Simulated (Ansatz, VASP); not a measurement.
**One calculation of CaS, two programs**

```
Ca S
1.0
     0.00000    2.82500    2.82500
     2.82500    0.00000    2.82500
     2.82500    2.82500    0.00000
Ca S
1 1
Direct
  0.00000 0.00000 0.00000
  0.50000 0.50000 0.50000
```

Alike in both runs: task relaxation of cell and atoms; functional LDA; k mesh 8 × 8 × 8; occupations gaussian, width 0.02 eV; no spin polarisation.

|  | VASP | Ansatz |
| --- | --- | --- |
| version | VASP 6.6.1 | Ansatz 0.2.0 |
| potentials or method | VASP PAW LDA potentials, release 64 (Ca_sv, S), cutoff 500 eV | scalar-relativistic, plane waves, PAW |
| valence electrons in the cell | 16 | 16 |

```tsv
	VASP	Ansatz	Ansatz less VASP
gap on the k mesh at the Fermi level, each at its own relaxed structure (eV)	1.97	1.97	-0.001
relaxed volume (Å³/atom)	21.61	21.53	-0.088
relaxed cell length with the largest relative difference (Å)	3.939	3.934	-0.0053
```

Ansatz warns that its potentials were made for another functional, while VASP's fit it. LDA's correlation is that of Perdew and Zunger in VASP and of Perdew and Wang (1992) in Ansatz.
